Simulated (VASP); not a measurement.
Set up this calculation in VASP 6.6.1, as the native input.

```yaml
Task: single point
Functional: PBE
Potentials_or_basis: VASP PAW PBE potentials, release 64 (Be, Cd, O)
Cutoff: 520 eV
k_mesh: 6 × 6 × 4
Occupations: gaussian, width 0.1 eV
Spin: no spin polarisation
Dipole_correction: no
Further_INCAR_settings: ALGO = Normal; EDIFF = 1e-06; NBANDS = 25
```

The structure of Be2Cd2O lies in POSCAR:

```
Be2Cd2O
1.0
    3.4201602235      0.0000000027      0.0000000000
   -1.7100801141      2.9619456372      0.0000000000
    0.0000000000      0.0000000000      7.0800697718
Be Cd O
2 2 1
Direct
    0.3333333333      0.6666666667      0.5560122784
    0.6666666667      0.3333333333      0.4439877216
    0.3333333333      0.6666666667      0.1975578432
    0.6666666667      0.3333333333      0.8024421568
    0.0000000000      0.0000000000      0.0000000000
```

The input as run:

INCAR

```
PREC = Accurate
ENCUT = 520
EDIFF = 1E-6
ISMEAR = 0
SIGMA = 0.1
LREAL = False
LASPH = True
NELM = 80
ALGO = Normal
ISIF = 2
LWAVE = False
LCHARG = False
GGA = PE
NBANDS = 25
```

KPOINTS

```
regular mesh
0
Gamma
  6 6 4
```

Potentials or basis: VASP PAW PBE potentials, release 64 (Be, Cd, O).

Command:

```bash
$ cat potpaw_PBE.64/Be/POTCAR potpaw_PBE.64/Cd/POTCAR potpaw_PBE.64/O/POTCAR > POTCAR
$ mpirun -np 1 vasp_std > vasp.out
```

Results of the run:

| Item | Value |
| --- | --- |
| Pressure | 0.6 GPa |
| Largest force | 0.050 eV/Å |
| Band gap on the k mesh | zero (band 17 reaches 4.59 eV, above the bottom of band 18 at 3.05 eV) |

Wall time 21 s on 1 thread of Intel(R) Xeon(R) 6975P-C (Granite Rapids), on a shared host, peak memory 0.2 GiB.
